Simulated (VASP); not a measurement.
# PbS (Galena) (Fm-3m) in VASP: notebook

The runs below take PbS (Galena) through single point, with LDA.

All numbers are computed with VASP 6.6.1; they aren't measurements. Logs are shortened: lines on timing, memory, paths and dates and some standing lists are left out, and cuts for length are marked.

### 1 The cell of the first run

It takes space group Fm-3m (No. 225, cubic). The conventional cell has a = 5.684 Å, b = 5.684 Å, c = 5.684 Å, α = 90.00°, β = 90.00°, γ = 90.00°. Pb (site symmetry m-3m) has 6 S at 2.84 Å within 3.7 Å. Within 3.7 Å of S (site symmetry m-3m) lie 6 Pb at 2.84 Å.

### 2 Single point, LDA

The input, INCAR:

```
  PREC = Accurate
  ENCUT = 500
  EDIFF = 1E-6
  ISMEAR = 0
  SIGMA = 0.01
  LREAL = F
  LASPH = T
  NELM = 120
  ALGO = Normal
  ISIF = 2
  LWAVE = F
  LCHARG = T
  LELF = T
  LVHAR = T
  NBANDS = 17
  GGA_COMPAT = F
```

The input, KPOINTS:

```
regular mesh
0
Gamma
  6 6 6
```

The input, POSCAR:

```
PbS
1.0
    0.0000000000      2.8420306882      2.8420306882
    2.8420306882      0.0000000000      2.8420306882
    2.8420306882      2.8420306882      0.0000000000
Pb S
1 1
Direct
    0.0000000000      0.0000000000      0.0000000000
    0.5000000000      0.5000000000      0.5000000000
```

Potentials or basis: VASP PAW LDA potentials, release 64 (Pb_d, S).

Launch:

```sh
cat potpaw_LDA.64/Pb_d/POTCAR potpaw_LDA.64/S/POTCAR > POTCAR
mpirun -np 1 vasp_std > vasp.out
```

OUTCAR:

```text
PREC = Accurate
   ENCUT = 500
   EDIFF = 1E-6
   ISMEAR = 0
   LREAL = F
   LASPH = T
   NELM = 120
   ISIF = 2

 ion  position               nearest neighbor table
   1  0.000  0.000  0.000-   2 2.84   2 2.84   2 2.84   2 2.84   2 2.84   2 2.84
   2  0.500  0.500  0.500-   1 2.84   1 2.84   1 2.84   1 2.84   1 2.84   1 2.84

  LATTYP: Found a face centered cubic cell.
 ALAT       =     5.6840613764

  Lattice vectors:

 A1 = (   0.0000000000,   2.8420306882,   2.8420306882)
 A2 = (   2.8420306882,   0.0000000000,   2.8420306882)
 A3 = (   2.8420306882,   2.8420306882,   0.0000000000)

Analysis of symmetry for initial positions (statically):
=====================================================================
 Subroutine PRICEL returns:
 Original cell was already a primitive cell.

 Routine SETGRP: Setting up the symmetry group for a
 face centered cubic supercell.

 Subroutine GETGRP returns: Found 48 space group operations
 (whereof 48 operations were pure point group operations)
 out of a pool of 48 trial point group operations.

The static configuration has the point symmetry O_h .

Analysis of symmetry for dynamics (positions and initial velocities):
=====================================================================
 Subroutine PRICEL returns:
 Original cell was already a primitive cell.

 Routine SETGRP: Setting up the symmetry group for a
 face centered cubic supercell.

 Subroutine GETGRP returns: Found 48 space group operations
 (whereof 48 operations were pure point group operations)
 out of a pool of 48 trial point group operations.

The dynamic configuration has the point symmetry O_h .

 Subroutine INISYM returns: Found 48 space group operations
 (whereof 48 operations are pure point group operations),
 and found     1 'primitive' translations

----------------------------------------------------------------------------------------

                                     Primitive cell

  volume of cell :      45.9110

  direct lattice vectors                    reciprocal lattice vectors
     0.000000000  2.842030688  2.842030688    -0.175930542  0.175930542  0.175930542
     2.842030688  0.000000000  2.842030688     0.175930542 -0.175930542  0.175930542
     2.842030688  2.842030688  0.000000000     0.175930542  0.175930542 -0.175930542

  length of vectors
     4.019238344  4.019238344  4.019238344     0.304720638  0.304720638  0.304720638

  position of ions in fractional coordinates (direct lattice)
     0.000000000  0.000000000  0.000000000
     0.500000000  0.500000000  0.500000000

  ion indices of the primitive-cell ions
   primitive index   ion index
                 1           1
                 2           2

----------------------------------------------------------------------------------------

 KPOINTS: regular mesh

Automatic generation of k-mesh.
 Grid dimensions read from file:
 generate k-points for:    6    6    6

 Generating k-lattice:

  Cartesian coordinates                     Fractional coordinates (reciprocal lattice)
    -0.029321757  0.029321757  0.029321757     0.166666667  0.000000000  0.000000000
     0.029321757 -0.029321757  0.029321757     0.000000000  0.166666667  0.000000000
     0.029321757  0.029321757 -0.029321757     0.000000000  0.000000000  0.166666667

  Length of vectors
     0.050786773  0.050786773  0.050786773

  Shift w.r.t. Gamma in fractional coordinates (k-lattice)
     0.000000000  0.000000000  0.000000000

 Subroutine IBZKPT returns following result:
 ===========================================

 Found     16 irreducible k-points:

 Following reciprocal coordinates:
            Coordinates               Weight
  0.000000  0.000000  0.000000      1.000000
  0.166667  0.000000  0.000000      8.000000
  0.333333  0.000000  0.000000      8.000000
  0.500000  0.000000  0.000000      4.000000
  0.166667  0.166667  0.000000      6.000000
  0.333333  0.166667  0.000000     24.000000
[... 8 lines left out ...]
 -0.333333  0.333333  0.166667     24.000000
 -0.333333  0.500000  0.166667     12.000000
   k-points           NKPTS =     16   k-points in BZ     NKDIM =     16   number of bands    NBANDS=     17
   number of dos      NEDOS =    301   number of ions     NIONS =      2
   total plane-waves  NPLWV =  27000
   dimension x,y,z NGX =    30 NGY =   30 NGZ =   30
   dimension x,y,z NGXF=    60 NGYF=   60 NGZF=   60
   ions per type =               1   1
   NGX,Y,Z   is equivalent  to a cutoff of  12.41, 12.41, 12.41 a.u.
   NGXF,Y,Z  is equivalent  to a cutoff of  24.82, 24.82, 24.82 a.u.
 SYSTEM =  unknown system
   PREC   = accura    normal or accurate (medium, high low for compatibility)
   ISTART =      0    job   : 0-new  1-cont  2-samecut
   ICHARG =      2    charge: 1-file 2-atom 10-const
   ISPIN  =      1    spin polarized calculation?
   LNONCOLLINEAR =      F non collinear calculations
   LSORBIT =      F    spin-orbit coupling
   LASPH  =      T    aspherical Exc in radial PAW
   ENCUT  =  500.0 eV  36.75 Ry    6.06 a.u.   7.33  7.33  7.33*2*pi/ulx,y,z
   NELM   =    120;   NELMIN=  2; NELMDL= -5     # of ELM steps
   EDIFF  = 0.1E-05   stopping-criterion for ELM
   LREAL  =      F    real-space projection
   EDIFFG = 0.1E-04   stopping-criterion for IOM
   NSW    =      0    number of steps for IOM
   IBRION =     -1    ionic relax: 0-MD 1-quasi-New 2-CG
   NFREE  =      0    steps in history (QN), initial steepest desc. (CG)
   ISIF   =      2    stress and relaxation
   ISYM   =      2    0-nonsym 1-usesym 2-fastsym
   POTIM  = 0.5000    time-step for ionic-motion
   TEBEG  =    0.0;   TEEND  =   0.0 temperature during run
   PSTRESS=    0.0 pullay stress
   NELECT =      20.0000    total number of electrons
   NUPDOWN=      -1.0000    fix difference up-down
   EMIN   =  10.00;   EMAX   =-10.00  energy-range for DOS
   EFERMI =   0.00;   METHOD = LEGACY
   ISMEAR =     0;   SIGMA  =   0.01  broadening in eV -4-tet -1-fermi 0-gaus
   EFERMI_NEDOS =   21; number of points for ismear=-14 and -15
   IALGO  =     38    algorithm
   IMIX   =      4    mixing-type and parameters
     AMIX     =   0.40;   BMIX     =  1.00
     AMIX_MAG =   1.60;   BMIX_MAG =  1.00
  volume/ion in A,a.u.               =      22.96       154.91
  Fermi-wavevector in a.u.,A,eV,Ry     =   1.241022  2.345191 20.954809  1.540135
  Thomas-Fermi vector in A             =   2.375437
   LORBIT       =      0    0 simple, 1 ext, 2 COOP (PROOUT), +10 PAW based schemes
   GGA     = CA    functional components
   LHFCALC =     F    Hartree Fock is set to
   AEXX    =    0.0000 exact exchange contribution
   IVDW    =     0    specifies the selected vdW correction
   LEPSILON=     F    determine dielectric tensor
   LRPA    =     F    only Hartree local field effects (RPA)
 non-spin polarized calculation
 Gauss-broadening in eV      SIGMA  =   0.01
  energy-cutoff  :      500.00
  volume of cell :       45.91
 maximum number of plane-waves:      1211
 NGX is ok and might be reduce to    30
   NGX = 15   NGY = 15   NGZ = 15

 number of electron      20.0000006 magnetization

 Free energy of the ion-electron system (eV)
  ---------------------------------------------------
  ext. energy  EPLUGINS =         0.00000000
  ---------------------------------------------------
  free energy    TOTEN  =        -9.93436480 eV

  energy without entropy =       -9.93436480  energy(sigma->0) =       -9.93436480

 E-fermi :   7.3558     XC(G=0): -10.6315

 val. band max:        7.2538696158   @ k =   0.5000   0.0000   0.0000
 cond. band min:       7.5854720288   @ k =   0.5000   0.0000   0.0000
 fundamental gap:      0.3316024130
 Fermi energy:         7.3558297959

 k-point     1 :       0.0000    0.0000    0.0000
  band No.  band energies     occupation
      1      -9.6651      2.00000
      2      -9.6651      2.00000
      3      -9.6651      2.00000
      4      -9.6623      2.00000
      5      -9.6623      2.00000
      6      -7.4399      2.00000
[... 9 lines left out ...]
     16      13.7041      0.00000
     17      15.4187      0.00000

 k-point     2 :       0.1667    0.0000    0.0000
  band No.  band energies     occupation
      1      -9.6766      2.00000
      2      -9.6766      2.00000
      3      -9.6645      2.00000
      4      -9.6456      2.00000
      5      -9.6456      2.00000
      6      -7.1505      2.00000
[... 9 lines left out ...]
     16      14.3923      0.00000
     17      17.6734      0.00000

 k-point     3 :       0.3333    0.0000    0.0000
  band No.  band energies     occupation
      1      -9.7040      2.00000
      2      -9.7040      2.00000
      3      -9.6656      2.00000
      4      -9.6075      2.00000
      5      -9.6075      2.00000
      6      -6.3883      2.00000
[... 9 lines left out ...]
     16      15.8587      0.00000
     17      20.1953      0.00000

 k-point     4 :       0.5000    0.0000    0.0000
  band No.  band energies     occupation
      1      -9.7176      2.00000
      2      -9.7176      2.00000
      3      -9.6670      2.00000
      4      -9.5883      2.00000
      5      -9.5883      2.00000
      6      -5.8069      2.00000
[... 9 lines left out ...]
     16      17.2368      0.00000
     17      18.1300      0.00000
[... 183 lines left out ...]
      1      -9.8179      2.00000
      2      -9.6694      2.00000
      3      -9.6692      2.00000
      4      -9.6037      2.00000
      5      -9.5910      2.00000
      6      -5.7059      2.00000
[... 9 lines left out ...]
     16      18.0484      0.00000
     17      18.5649      0.00000

 k-point    15 :      -0.3333    0.3333    0.1667
  band No.  band energies     occupation
      1      -9.8387      2.00000
      2      -9.6776      2.00000
      3      -9.6397      2.00000
      4      -9.6308      2.00000
      5      -9.5758      2.00000
      6      -5.2535      2.00000
[... 9 lines left out ...]
     16      18.7320      0.00000
     17      19.3048      0.00000

 k-point    16 :      -0.3333    0.5000    0.1667
  band No.  band energies     occupation
      1      -9.9031      2.00000
      2      -9.6761      2.00000
      3      -9.6496      2.00000
      4      -9.6024      2.00000
      5      -9.5631      2.00000
      6      -5.0586      2.00000
[... 9 lines left out ...]
     16      19.5390      0.00000
     17      19.5612      0.00000

------------------------ aborting loop because EDIFF is reached ----------------------------------------

  FORCE on cell =-STRESS in cart. coord.  units (eV):
  Direction    XX          YY          ZZ          XY          YZ          ZX
  --------------------------------------------------------------------------------------
  -------------------------------------------------------------------------------------
  Total        1.7057480      1.7057480      1.7057480     -0.0000000     -0.0000000     -0.0000000
  in kB       59.5263389     59.5263389     59.5263389     -0.0000000     -0.0000000     -0.0000000
  external PRESSURE =      59.5263389 kB  Pullay stress =       0.0000000 kB

 VOLUME and BASIS-vectors are now :
 -----------------------------------------------------------------------------
  energy-cutoff  :      500.00
  volume of cell :       45.91
      direct lattice vectors                 reciprocal lattice vectors
     0.000000000  2.842030688  2.842030688    -0.175930542  0.175930542  0.175930542
     2.842030688  0.000000000  2.842030688     0.175930542 -0.175930542  0.175930542
     2.842030688  2.842030688  0.000000000     0.175930542  0.175930542 -0.175930542

 POSITION                                       TOTAL-FORCE (eV/Angst)
 -----------------------------------------------------------------------------------
      0.00000      0.00000      0.00000         0.000000     -0.000000      0.000000
      2.84203      2.84203      2.84203        -0.000000      0.000000     -0.000000
 -----------------------------------------------------------------------------------
    total drift:                               -0.000000      0.000000      0.000000

  FREE ENERGIE OF THE ION-ELECTRON SYSTEM (eV)
  ---------------------------------------------------
  free  energy   TOTEN  =        -9.9343647970 eV

  energy  without entropy=       -9.9343647970  energy(sigma->0) =       -9.93436480
```

Wall time 21 s (1 thread of Intel Xeon Platinum 8375C at 2.90GHz (Ice Lake), shared host); peak memory 0.15 GiB.

Results:

```yaml
Free_energy: -9.9344 eV
Pressure: 6.0 GPa
Band_gap_on_the_k_mesh: 0.33 eV, direct
```

Caveat: spin-orbit coupling is left out, which moves the levels of the heavy elements.

### 3 Single point, LDA

This run uses another cell than the first one, of 24.00 Å³/atom, 1.045 times its volume.

The input, INCAR:

```
SYSTEM = PbS
ALGO     = Normal         ! electronic algorithm
EDIFF    = 1E-6           ! SCF threshold, eV
ENCUT    = 500            ! plane-wave cutoff, eV
GGA      = CA             ! functional
GGA_COMPAT= .FALSE.      
ISIF     = 2              ! what is computed and relaxed
ISMEAR   = 0              ! smearing method
LASPH    = .TRUE.         ! aspherical terms in the spheres
LCHARG   = .FALSE.        ! write CHGCAR
LREAL    = .FALSE.        ! projectors in reciprocal space
LWAVE    = .FALSE.        ! write WAVECAR
NBANDS   = 17             ! bands
NELM     = 120            ! most SCF steps
PREC     = Accurate       ! precision mode
SIGMA    = 0.01           ! smearing width, eV
```

The input, KPOINTS:

```
k-points
0
G
  6 6 6
  0 0 0
```

The input, POSCAR:

```
PbS
1.0
    0.0000000000      2.8844553114      2.8844553114
    2.8844553114      0.0000000000      2.8844553114
    2.8844553114      2.8844553114      0.0000000000
Pb S
1 1
Direct
    0.0000000000      0.0000000000      0.0000000000
    0.5000000000      0.5000000000      0.5000000000
```

Potentials or basis: VASP PAW LDA potentials, release 64 (Pb_d, S).

Launch:

```sh
cat potpaw_LDA.64/Pb_d/POTCAR potpaw_LDA.64/S/POTCAR > POTCAR
mpirun -np 1 vasp_std > vasp.out
```

OUTCAR:

```text
SYSTEM = PbS
   EDIFF = 1E-6
   ENCUT = 500
   GGA = CA
   ISIF = 2
   ISMEAR = 0
   LASPH = .TRUE.
   LREAL = .FALSE.
   NELM = 120
   PREC = Accurate

 ion  position               nearest neighbor table
   1  0.000  0.000  0.000-   2 2.88   2 2.88   2 2.88   2 2.88   2 2.88   2 2.88
   2  0.500  0.500  0.500-   1 2.88   1 2.88   1 2.88   1 2.88   1 2.88   1 2.88

  LATTYP: Found a face centered cubic cell.
 ALAT       =     5.7689106228

  Lattice vectors:

 A1 = (   0.0000000000,   2.8844553114,   2.8844553114)
 A2 = (   2.8844553114,   0.0000000000,   2.8844553114)
 A3 = (   2.8844553114,   2.8844553114,   0.0000000000)

Analysis of symmetry for initial positions (statically):
=====================================================================
 Subroutine PRICEL returns:
 Original cell was already a primitive cell.

 Routine SETGRP: Setting up the symmetry group for a
 face centered cubic supercell.

 Subroutine GETGRP returns: Found 48 space group operations
 (whereof 48 operations were pure point group operations)
 out of a pool of 48 trial point group operations.

The static configuration has the point symmetry O_h .

Analysis of symmetry for dynamics (positions and initial velocities):
=====================================================================
 Subroutine PRICEL returns:
 Original cell was already a primitive cell.

 Routine SETGRP: Setting up the symmetry group for a
 face centered cubic supercell.

 Subroutine GETGRP returns: Found 48 space group operations
 (whereof 48 operations were pure point group operations)
 out of a pool of 48 trial point group operations.

The dynamic configuration has the point symmetry O_h .

 Subroutine INISYM returns: Found 48 space group operations
 (whereof 48 operations are pure point group operations),
 and found     1 'primitive' translations

----------------------------------------------------------------------------------------

[... 102 lines left out ...]
     AMIX     =   0.40;   BMIX     =  1.00
     AMIX_MAG =   1.60;   BMIX_MAG =  1.00
  volume/ion in A,a.u.               =      24.00       161.95
  Fermi-wavevector in a.u.,A,eV,Ry     =   1.222769  2.310698 20.342935  1.495164
  Thomas-Fermi vector in A             =   2.357904
   LORBIT       =      0    0 simple, 1 ext, 2 COOP (PROOUT), +10 PAW based schemes
   GGA     = CA    functional components
   LHFCALC =     F    Hartree Fock is set to
   AEXX    =    0.0000 exact exchange contribution
   IVDW    =     0    specifies the selected vdW correction
   LEPSILON=     F    determine dielectric tensor
   LRPA    =     F    only Hartree local field effects (RPA)
 non-spin polarized calculation
 Gauss-broadening in eV      SIGMA  =   0.01
  energy-cutoff  :      500.00
  volume of cell :       48.00
 maximum number of plane-waves:      1243
 NGX is ok and might be reduce to    30
   NGX = 15   NGY = 15   NGZ = 15

 number of electron      19.9999994 magnetization

 Free energy of the ion-electron system (eV)
  ---------------------------------------------------
  ext. energy  EPLUGINS =         0.00000000
  ---------------------------------------------------
  free energy    TOTEN  =        -9.98824951 eV

  energy without entropy =       -9.98824951  energy(sigma->0) =       -9.98824951

 E-fermi :   6.7892     XC(G=0): -10.4211

 val. band max:        6.7294299892   @ k =   0.5000   0.0000   0.0000
 cond. band min:       6.8477497431   @ k =   0.5000   0.0000   0.0000
 fundamental gap:      0.1183197540
 Fermi energy:         6.7891701746

 k-point     1 :       0.0000    0.0000    0.0000
  band No.  band energies     occupation
      1     -10.2063      2.00000
      2     -10.2063      2.00000
      3     -10.2063      2.00000
      4     -10.2014      2.00000
      5     -10.2014      2.00000
      6      -7.6374      2.00000
[... 297 lines left out ...]
      4     -10.1526      2.00000
      5     -10.1198      2.00000
      6      -5.4950      2.00000
[... 9 lines left out ...]
     16      18.7829      0.00000
     17      18.9339      0.00000

------------------------ aborting loop because EDIFF is reached ----------------------------------------

  FORCE on cell =-STRESS in cart. coord.  units (eV):
  Direction    XX          YY          ZZ          XY          YZ          ZX
  --------------------------------------------------------------------------------------
  -------------------------------------------------------------------------------------
  Total        0.6862728      0.6862728      0.6862728      0.0000000      0.0000000      0.0000000
  in kB       22.9079345     22.9079345     22.9079345      0.0000000      0.0000000      0.0000000
  external PRESSURE =      22.9079345 kB  Pullay stress =       0.0000000 kB

 VOLUME and BASIS-vectors are now :
 -----------------------------------------------------------------------------
  energy-cutoff  :      500.00
  volume of cell :       48.00
      direct lattice vectors                 reciprocal lattice vectors
     0.000000000  2.884455311  2.884455311    -0.173342952  0.173342952  0.173342952
     2.884455311  0.000000000  2.884455311     0.173342952 -0.173342952  0.173342952
     2.884455311  2.884455311  0.000000000     0.173342952  0.173342952 -0.173342952

 POSITION                                       TOTAL-FORCE (eV/Angst)
 -----------------------------------------------------------------------------------
      0.00000      0.00000      0.00000         0.000000     -0.000000      0.000000
      2.88446      2.88446      2.88446        -0.000000      0.000000     -0.000000
 -----------------------------------------------------------------------------------
    total drift:                               -0.000000      0.000000      0.000000

  FREE ENERGIE OF THE ION-ELECTRON SYSTEM (eV)
  ---------------------------------------------------
  free  energy   TOTEN  =        -9.9882495145 eV

  energy  without entropy=       -9.9882495145  energy(sigma->0) =       -9.98824951
```

It took 16 s on 1 thread of Intel Xeon Platinum 8375C at 2.90GHz (Ice Lake), shared host; peak memory 0.15 GiB.

Results:

* Free energy: -9.9882 eV
* Pressure: 2.3 GPa
* Band gap on the k mesh: 0.12 eV, direct

Levels at points of the mesh, in eV from the valence-band top:
```
           k point  band 7  band 8  band 9  band 10  band 11  band 12  band 13  band 14
(0.00, 0.00, 0.00)   -5.91   -2.59   -2.59    -2.59     5.33     5.33     5.33     6.44
(0.50, 0.00, 0.00)   -9.45   -2.11   -2.11     0.00     0.12     1.65     1.65     8.59
(0.50, 0.50, 0.00)   -7.41   -6.00   -4.03    -4.03     3.37     5.75     5.89     5.89
```

Caveat: spin-orbit coupling is left out, which moves the levels of the heavy elements. A k mesh can miss the band edges.

(Part 1 of 2 ends here.)
